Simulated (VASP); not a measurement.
Write the native input for VASP 6.6.1 that does the following.

```
Task                   : single point
Functional             : PBEsol
Potentials or basis    : VASP PAW PBE potentials, release 64 (W_sv)
Cutoff                 : 520 eV
k mesh                 : 23 × 23 × 7
Occupations            : gaussian, width 0.15 eV
Spin                   : no spin polarisation
Dipole correction      : no
Further INCAR settings : ALGO = Fast; EDIFF = 1e-06; NBANDS = 36
```

The structure of W lies in POSCAR:

```
W
1.0
   -1.5771801388      1.5771801388     -1.5771801388
   -1.5771801388     -1.5771801388      1.5771801388
    0.0000000000      9.4907010703      9.4907010703
W
4
Direct
    0.0000000000      0.0000000000      0.5816356921
    0.5000000000      0.5000000000      0.0830908132
    0.0000000000      0.0000000000      0.2492724395
    0.5000000000      0.5000000000      0.4154540658
```

This cell differs from its parent crystal: the distance across one plane changed.

The input as run:

INCAR

```
  ALGO = Fast
  EDIFF = 1E-6
  ENCUT = 520
  GGA = PS
  ISIF = 2
  ISMEAR = 0
  LASPH = True
  LCHARG = False
  LREAL = False
  LWAVE = False
  NBANDS = 36
  NELM = 100
  PREC = Accurate
  SIGMA = 0.15
```

KPOINTS

```
k-points
0
Gamma
  23 23 7
```

Potentials or basis: VASP PAW PBE potentials, release 64 (W_sv).

Run with:

```console
$ cat potpaw_PBE.64/W_sv/POTCAR > POTCAR
$ mpirun -np 1 vasp_std > vasp.out
```

It gave:

| Quantity | Value |
| --- | --- |
| Pressure | -7.8 GPa |
| Largest force | 0.683 eV/Å |
| Band gap on the k mesh | zero (bands 28 and 29 overlap by 2.14 eV) |

Caveat: the cell differs from its parent crystal (the distance across one plane changed); the cell stands under tension; the PAW data sets were made with another functional, which shifts forces and pressure a little; spin-orbit coupling is left out, which moves the levels of the heavy elements.

It took 49 min on 1 thread of Oxide Virtual Turin-like Processor, with other jobs on the host, peak memory 1.2 GiB.
